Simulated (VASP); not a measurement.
Input of a VASP 6.6.1 run:

INCAR

```
SYSTEM = KI
PREC = Accurate
ENCUT = 520
EDIFF = 1E-7
ISMEAR = -1
SIGMA = 0.1
LREAL = .False.
LASPH = .True.
NELM = 80
ALGO = Normal
ISIF = 2
LWAVE = .False.
LCHARG = .False.
GGA = PS
NBANDS = 15
```

KPOINTS

```
regular mesh
0
Gamma
  6 6 6
  0 0 0
```

The input POSCAR:

```
KI
1.0
    4.2911966600      0.0000000000      0.0000000000
    0.0000000000      4.2911966600      0.0000000000
    0.0000000000      0.0000000000      4.2911966600
I K
1 1
Direct
    0.5000000000      0.5000000000      0.5000000000
    0.0000000000      0.0000000000      0.0000000000
```

Potentials or basis: VASP PAW PBE potentials, release 64 (I, K_sv).

Run with:

```console
$ cat potpaw_PBE.64/I/POTCAR potpaw_PBE.64/K_sv/POTCAR > POTCAR
$ mpirun -np 1 vasp_std > vasp.out
```

(1) Predict the band gap on the k mesh.

(2) Predict the pressure.

## Answers

(1) 3.18 eV, indirect (least direct gap 3.55 eV).

(2) -0.6 GPa.

Caveat: the PAW data sets were made with another functional, which shifts forces and pressure a little; spin-orbit coupling is left out, which moves the levels of the heavy elements.
